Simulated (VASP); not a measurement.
# NbH2 (Fm-3m) in VASP: notebook

NbH2 is run at these levels: r2SCAN; tasks: single point.

Everything below comes from runs of VASP 6.6.1. Logs are shortened: lines on timing, memory, paths and dates and some standing lists are left out, and cuts for length are marked.

## 1. The cell of the first run

The structure is cubic, space group Fm-3m (No. 225). Conventional cell: a = 4.454 Å, b = 4.454 Å, c = 4.454 Å, α = 90.00°, β = 90.00°, γ = 90.00°. Within 2.6 Å of Nb (site symmetry m-3m) lie 8 H at 1.93 Å. Within 2.6 Å of H (site symmetry -43m) lie 4 Nb at 1.93 Å and 6 H at 2.23 Å.

## 2. Single point, r2SCAN (7.36 Å³/atom)

POSCAR reads:

```
NbH2
1.0
    0.0000000000      2.2269940780      2.2269940780
    2.2269940780      0.0000000000      2.2269940780
    2.2269940780      2.2269940780      0.0000000000
Nb H
1 2
Direct
    0.0000000000      0.0000000000      0.0000000000
    0.2500000000      0.2500000000      0.2500000000
    0.7500000000      0.7500000000      0.7500000000
```

INCAR.step1 reads:

```
ALGO = Normal
EDIFF = 1E-4
ENCUT = 520
GGA = PE
ISMEAR = 0
LASPH = T
LCHARG = F
LREAL = F
LWAVE = T
NBANDS = 14
NELM = 60
PREC = Accurate
SIGMA = 0.1
```

INCAR.step2 reads:

```
ALGO = Normal
EDIFF = 1E-6
ENCUT = 520
ISIF = 2
ISMEAR = 0
ISTART = 1
LASPH = T
LCHARG = T
LELF = T
LMIXTAU = T
LREAL = F
LVHAR = T
LWAVE = F
METAGGA = R2SCAN
NBANDS = 14
NELM = 60
PREC = Accurate
SIGMA = 0.1
```

KPOINTS reads:

```
k-points
0
Gamma
  16 16 16
```

Potentials or basis: VASP PAW PBE potentials, release 64 (Nb_sv, H).

The run is started by

```sh
$ cat potpaw_PBE.64/Nb_sv/POTCAR potpaw_PBE.64/H/POTCAR > POTCAR
$ cp INCAR.step1 INCAR
$ mpirun -np 1 vasp_std > vasp.out
$ cp INCAR.step2 INCAR
$ mpirun -np 1 vasp_std > vasp.out
```

OUTCAR:

```text
EDIFF = 1E-6
   ENCUT = 520
   ISIF = 2
   ISMEAR = 0
   ISTART = 1
   LASPH = T
   LREAL = F
   METAGGA = R2SCAN
   NELM = 60
   PREC = Accurate

 ion  position               nearest neighbor table
   1  0.000  0.000  0.000-   3 1.93   3 1.93   3 1.93   2 1.93   2 1.93   2 1.93   3 1.93   2 1.93

   2  0.250  0.250  0.250-   1 1.93   1 1.93   1 1.93   1 1.93
   3  0.750  0.750  0.750-   1 1.93   1 1.93   1 1.93   1 1.93

  LATTYP: Found a face centered cubic cell.
 ALAT       =     4.4539881560

  Lattice vectors:

 A1 = (   0.0000000000,   2.2269940780,   2.2269940780)
 A2 = (   2.2269940780,   0.0000000000,   2.2269940780)
 A3 = (   2.2269940780,   2.2269940780,   0.0000000000)

Analysis of symmetry for initial positions (statically):
=====================================================================
 Subroutine PRICEL returns:
 Original cell was already a primitive cell.

 Routine SETGRP: Setting up the symmetry group for a
 face centered cubic supercell.

 Subroutine GETGRP returns: Found 48 space group operations
 (whereof 48 operations were pure point group operations)
 out of a pool of 48 trial point group operations.

The static configuration has the point symmetry O_h .

Analysis of symmetry for dynamics (positions and initial velocities):
=====================================================================
 Subroutine PRICEL returns:
 Original cell was already a primitive cell.

 Routine SETGRP: Setting up the symmetry group for a
 face centered cubic supercell.

 Subroutine GETGRP returns: Found 48 space group operations
 (whereof 48 operations were pure point group operations)
 out of a pool of 48 trial point group operations.

The dynamic configuration has the point symmetry O_h .

 Subroutine INISYM returns: Found 48 space group operations
 (whereof 48 operations are pure point group operations),
 and found     1 'primitive' translations

----------------------------------------------------------------------------------------

                                     Primitive cell

  volume of cell :      22.0896

  direct lattice vectors                    reciprocal lattice vectors
     0.000000000  2.226994078  2.226994078    -0.224517885  0.224517885  0.224517885
     2.226994078  0.000000000  2.226994078     0.224517885 -0.224517885  0.224517885
     2.226994078  2.226994078  0.000000000     0.224517885  0.224517885 -0.224517885

  length of vectors
     3.149445228  3.149445228  3.149445228     0.388876384  0.388876384  0.388876384

  position of ions in fractional coordinates (direct lattice)
     0.000000000  0.000000000  0.000000000
     0.250000000  0.250000000  0.250000000
     0.750000000  0.750000000  0.750000000
[... 94 lines left out ...]
   EFERMI_NEDOS =   21; number of points for ismear=-14 and -15
   IALGO  =     38    algorithm
   IMIX   =      4    mixing-type and parameters
     AMIX     =   0.40;   BMIX     =  1.00
     AMIX_MAG =   1.60;   BMIX_MAG =  1.00
  volume/ion in A,a.u.               =       7.36        49.69
  Fermi-wavevector in a.u.,A,eV,Ry     =   1.438941  2.719203 28.171542  2.070550
  Thomas-Fermi vector in A             =   2.557851
   LORBIT       =      0    0 simple, 1 ext, 2 COOP (PROOUT), +10 PAW based schemes
   METAGGA = R2SCAN    functional components
   LHFCALC =     F    Hartree Fock is set to
   AEXX    =    0.0000 exact exchange contribution
   IVDW    =     0    specifies the selected vdW correction
   LEPSILON=     F    determine dielectric tensor
   LRPA    =     F    only Hartree local field effects (RPA)
 non-spin polarized calculation
 Gauss-broadening in eV      SIGMA  =   0.10
  energy-cutoff  :      520.00
  volume of cell :       22.09
 maximum number of plane-waves:       609
   NGX = 11   NGY = 11   NGZ = 11

 number of electron      14.9999999 magnetization

 Free energy of the ion-electron system (eV)
  ---------------------------------------------------
  ext. energy  EPLUGINS =         0.00000000
  ---------------------------------------------------
  free energy    TOTEN  =       -32.51608285 eV

  energy without entropy =      -32.51227292  energy(sigma->0) =      -32.51417789

 E-fermi :  11.0257     XC(G=0): -13.3536

 val. band max:       11.0109719393   @ k =  -0.2500   0.2500   0.0625
 cond. band min:      11.0310768874   @ k =   0.2500   0.1875   0.0625
 fundamental gap:      0.0201049482
 Fermi energy:        11.0256743051

 k-point     1 :       0.0000    0.0000    0.0000
  band No.  band energies     occupation
      1     -46.2635      2.00000
      2     -21.2380      2.00000
      3     -21.2380      2.00000
      4     -21.2380      2.00000
      5      -0.7563      2.00000
      6       9.3403      2.00000
      7       9.4710      2.00000
      8       9.4710      2.00000
      9       9.4710      2.00000
     10      12.4681      0.00000
     11      12.4681      0.00000
     12      24.2346      0.00000
     13      25.4026      0.00000
     14      25.4026      0.00000
[... 377 lines left out ...]
      1     -46.2509      2.00000
      2     -21.3296      2.00000
      3     -21.2621      2.00000
      4     -21.2440      2.00000
      5      -0.4359      2.00000
      6       7.2503      2.00000
      7       9.6260      2.00000
      8       9.6535      2.00000
      9      11.9422      0.00000
     10      12.2001      0.00000
     11      12.4594      0.00000
     12      22.2562      0.00000
     13      25.6664      0.00000
     14      26.2032      0.00000

 [... further k-points ...]

------------------------ aborting loop because EDIFF is reached ----------------------------------------

  FORCE on cell =-STRESS in cart. coord.  units (eV):
  Direction    XX          YY          ZZ          XY          YZ          ZX
  --------------------------------------------------------------------------------------
  -------------------------------------------------------------------------------------
  Total        1.7558968      1.7558968      1.7558968      0.0000000      0.0000000     -0.0000000
  in kB      127.3568761    127.3568761    127.3568761      0.0000000      0.0000000     -0.0000000
  external PRESSURE =     127.3568761 kB  Pullay stress =       0.0000000 kB

 VOLUME and BASIS-vectors are now :
 -----------------------------------------------------------------------------
  energy-cutoff  :      520.00
  volume of cell :       22.09
      direct lattice vectors                 reciprocal lattice vectors
     0.000000000  2.226994078  2.226994078    -0.224517885  0.224517885  0.224517885
     2.226994078  0.000000000  2.226994078     0.224517885 -0.224517885  0.224517885
     2.226994078  2.226994078  0.000000000     0.224517885  0.224517885 -0.224517885

 POSITION                                       TOTAL-FORCE (eV/Angst)
 -----------------------------------------------------------------------------------
      0.00000      0.00000      0.00000        -0.000000     -0.000000     -0.000000
      1.11350      1.11350      1.11350         0.000000     -0.000000     -0.000000
      3.34049      3.34049      3.34049        -0.000000      0.000000      0.000000
 -----------------------------------------------------------------------------------
    total drift:                               -0.000000      0.000000      0.000000

  FREE ENERGIE OF THE ION-ELECTRON SYSTEM (eV)
  ---------------------------------------------------
  free  energy   TOTEN  =       -32.5160828535 eV

  energy  without entropy=      -32.5122729193  energy(sigma->0) =      -32.51417789
```

OSZICAR.step1:

```text
N       E                     dE             d eps       ncg     rms          rms(c)
DAV:   1     0.125243520619E+03    0.12524E+03   -0.80011E+03  4076   0.106E+03
DAV:   2    -0.139166613100E+02   -0.13916E+03   -0.13152E+03  4606   0.377E+02
DAV:   3    -0.187653332694E+02   -0.48487E+01   -0.45877E+01  5974   0.635E+01
DAV:   4    -0.190415130078E+02   -0.27618E+00   -0.27564E+00  5346   0.136E+01
DAV:   5    -0.190475643106E+02   -0.60513E-02   -0.60502E-02  5884   0.188E+00    0.102E+01
DAV:   6    -0.178199630189E+02    0.12276E+01   -0.13096E+00  6372   0.137E+01    0.333E+00
DAV:   7    -0.176603887894E+02    0.15957E+00   -0.36553E-01  6798   0.610E+00    0.832E-01
DAV:   8    -0.176589717607E+02    0.14170E-02   -0.31015E-02  5494   0.213E+00    0.315E-01
DAV:   9    -0.176593486683E+02   -0.37691E-03   -0.33830E-03  6638   0.578E-01    0.822E-02
DAV:  10    -0.176592484489E+02    0.10022E-03   -0.24893E-04  4330   0.142E-01    0.158E-02
DAV:  11    -0.176592471223E+02    0.13266E-05   -0.12115E-05  2198   0.328E-02
   1 F= -.17659247E+02 E0= -.17657230E+02  d E =-.403328E-02
```

Wall time 2.1 min (1 thread of AMD EPYC 7R13 (Zen 3), shared host); peak memory 0.15 GiB.

Results:

```
Free energy            : -32.5161 eV
Pressure               : 12.7 GPa
Band gap on the k mesh : zero (an odd number of electrons rules out a gap without spin polarisation)
```

Levels at points of the mesh, in eV from the Fermi level:
```csv
k point,band 5,band 6,band 7,band 8,band 9,band 10,band 11,band 12
"(0.00, 0.00, 0.00)",-11.78,-1.69,-1.55,-1.55,-1.55,1.44,1.44,13.21
"(0.50, 0.00, 0.00)",-9.42,-5.47,-1.39,-1.39,3.01,3.01,5.23,7.13
"(0.50, 0.50, 0.00)",-8.58,-5.54,-4.95,3.19,3.28,3.28,7.87,7.87
```

Caveat: the cell stands under pressure; the PAW data sets were made with another functional, which shifts forces and pressure a little.

## 3. Single point, r2SCAN (8.07 Å³/atom)

This run uses another cell than the first one, of 8.07 Å³/atom.

POSCAR reads:

```
NbH2
1.0
    0.0000000000      2.2959134867      2.2959134867
    2.2959134867      0.0000000000      2.2959134867
    2.2959134867      2.2959134867      0.0000000000
Nb H
1 2
Direct
    0.0000000000      0.0000000000      0.0000000000
    0.2500000000      0.2500000000      0.2500000000
    0.7500000000      0.7500000000      0.7500000000
```

INCAR.step1 reads:

```
PREC = Accurate
ENCUT = 520
ISMEAR = 0
SIGMA = 0.1
LREAL = F
LASPH = T
NELM = 80
NBANDS = 14
GGA = PE
ALGO = Normal
EDIFF = 1E-4
LWAVE = T
LCHARG = F
```

INCAR.step2 reads:

```
PREC = Accurate
ENCUT = 520
EDIFF = 1E-6
ISMEAR = 0
SIGMA = 0.1
LREAL = F
LASPH = T
NELM = 80
ALGO = Normal
ISIF = 2
LWAVE = F
LCHARG = F
METAGGA = R2SCAN
LMIXTAU = T
NBANDS = 14
ISTART = 1
```

KPOINTS reads:

```
regular mesh
0
Gamma
  16 16 16
```

Potentials or basis: VASP PAW PBE potentials, release 64 (Nb_sv, H).

The run is started by

```sh
$ cat potpaw_PBE.64/Nb_sv/POTCAR potpaw_PBE.64/H/POTCAR > POTCAR
$ cp INCAR.step1 INCAR
$ mpirun -np 1 vasp_std > vasp.out
$ cp INCAR.step2 INCAR
$ mpirun -np 1 vasp_std > vasp.out
```

OUTCAR:

```text
PREC = Accurate
   ENCUT = 520
   EDIFF = 1E-6
   ISMEAR = 0
   LREAL = F
   LASPH = T
   NELM = 80
   ISIF = 2
   METAGGA = R2SCAN
   ISTART = 1

 ion  position               nearest neighbor table
   1  0.000  0.000  0.000-
   2  0.250  0.250  0.250-
   3  0.750  0.750  0.750-

  LATTYP: Found a face centered cubic cell.
 ALAT       =     4.5918269734

  Lattice vectors:

[... 596 lines left out ...]

------------------------ aborting loop because EDIFF is reached ----------------------------------------

  FORCE on cell =-STRESS in cart. coord.  units (eV):
  Direction    XX          YY          ZZ          XY          YZ          ZX
  --------------------------------------------------------------------------------------
  -------------------------------------------------------------------------------------
  Total       -0.8262830     -0.8262830     -0.8262830      0.0000000     -0.0000000      0.0000000
  in kB      -54.6943962    -54.6943962    -54.6943962      0.0000000     -0.0000000      0.0000000
  external PRESSURE =     -54.6943962 kB  Pullay stress =       0.0000000 kB

 VOLUME and BASIS-vectors are now :
 -----------------------------------------------------------------------------
  energy-cutoff  :      520.00
  volume of cell :       24.20
      direct lattice vectors                 reciprocal lattice vectors
     0.000000000  2.295913487  2.295913487    -0.217778241  0.217778241  0.217778241
     2.295913487  0.000000000  2.295913487     0.217778241 -0.217778241  0.217778241
     2.295913487  2.295913487  0.000000000     0.217778241  0.217778241 -0.217778241

 POSITION                                       TOTAL-FORCE (eV/Angst)
 -----------------------------------------------------------------------------------
      0.00000      0.00000      0.00000        -0.000000     -0.000000      0.000000
      1.14796      1.14796      1.14796        -0.000000     -0.000000     -0.000000
      3.44387      3.44387      3.44387         0.000000      0.000000     -0.000000
 -----------------------------------------------------------------------------------
    total drift:                               -0.000000      0.000000      0.000000

  FREE ENERGIE OF THE ION-ELECTRON SYSTEM (eV)
  ---------------------------------------------------
  free  energy   TOTEN  =       -32.5578078075 eV

  energy  without entropy=      -32.5533151975  energy(sigma->0) =      -32.55556150
```

Wall time 2.1 min (1 thread of AMD EPYC 7R13 (Zen 3), shared host); peak memory 0.15 GiB.

What came out:

```yaml
Free_energy: -32.5578 eV
Pressure: -5.5 GPa
Band_gap_on_the_k_mesh: zero (an odd number of electrons rules out a gap without spin polarisation)
```

Caveat: the cell stands under tension; the PAW data sets were made with another functional, which shifts forces and pressure a little.

## 4. Single point, r2SCAN (8.30 Å³/atom)

This run uses another cell than the first one, of 8.30 Å³/atom.

POSCAR reads:

```
NbH2
1.0
    0.0000000000      2.3179909323      2.3179909323
    2.3179909323      0.0000000000      2.3179909323
    2.3179909323      2.3179909323      0.0000000000
Nb H
1 2
Direct
    0.0000000000      0.0000000000      0.0000000000
    0.2500000000      0.2500000000      0.2500000000
    0.7500000000      0.7500000000      0.7500000000
```

INCAR.step1 reads:

```
ALGO = Normal ; EDIFF = 1E-4
ENCUT = 520 ; GGA = PE
ISMEAR = 0 ; LASPH = True
LCHARG = False ; LREAL = False
LWAVE = True ; NBANDS = 14
NELM = 80 ; PREC = Accurate
SIGMA = 0.1
```

INCAR.step2 reads:

```
ALGO = Normal ; EDIFF = 1E-6
ENCUT = 520 ; ISIF = 2
ISMEAR = 0 ; ISTART = 1
LASPH = True ; LCHARG = False
LMIXTAU = True ; LREAL = False
LWAVE = False ; METAGGA = R2SCAN
NBANDS = 14 ; NELM = 80
PREC = Accurate ; SIGMA = 0.1
```

KPOINTS reads:

```
k-points
0
Gamma
  16 16 16
```

The run is started by

```sh
$ cat potpaw_PBE.64/Nb_sv/POTCAR potpaw_PBE.64/H/POTCAR > POTCAR
$ cp INCAR.step1 INCAR
$ mpirun -np 1 vasp_std > vasp.out
$ cp INCAR.step2 INCAR
$ mpirun -np 1 vasp_std > vasp.out
```

It took 2.1 min on 1 thread of AMD EPYC 7R13 (Zen 3), shared host; peak memory 0.15 GiB.

Results (log left out):

| Quantity | Value |
| --- | --- |
| Free energy | -32.5246 eV |
| Pressure | -9.9 GPa |
| Band gap on the k mesh | zero (an odd number of electrons rules out a gap without spin polarisation) |

Levels at points of the mesh, in eV from the Fermi level:
| k point | band 4 | band 5 | band 6 | band 7 | band 8 | band 9 | band 10 | band 11 | band 12 | band 13 |
| --- | --- | --- | --- | --- | --- | --- | --- | --- | --- | --- |
| (0.00, 0.00, 0.00) | -32.51 | -11.10 | -1.48 | -1.34 | -1.34 | -1.34 | 1.21 | 1.21 | 12.53 | 13.84 |
| (0.50, 0.00, 0.00) | -32.59 | -8.67 | -5.45 | -1.18 | -1.18 | 2.52 | 2.52 | 5.26 | 5.95 | 12.44 |
| (0.50, 0.50, 0.00) | -32.72 | -7.74 | -5.57 | -4.29 | 2.66 | 2.74 | 2.74 | 7.18 | 7.18 | 8.25 |

Caveat: the cell stands under tension; the PAW data sets were made with another functional, which shifts forces and pressure a little.

## 5. Summary

| cell | gap on the mesh (eV) | pressure (GPa) |
| --- | --- | --- |
| a = 3.149 Å, angles 60.0°, 3 atoms | none | 12.7 |
| a = 3.247 Å, angles 60.0°, 3 atoms | none | -5.5 |
| a = 3.278 Å, angles 60.0°, 3 atoms | none | -9.9 |

Alike in all rows: task single point; level r2SCAN; potentials or basis VASP PAW PBE potentials, release 64 (Nb_sv, H); no spin polarisation; k mesh 16 × 16 × 16; cutoff (eV) 520; smearing gaussian 0.1 eV.

Caveats: the PAW data sets were made with another functional, which shifts forces and pressure a little; the cell stands under tension (at least some runs); the cell stands under pressure (at least some runs).

Total energies depend on the potentials used, so only differences within one code and one set of settings carry meaning.
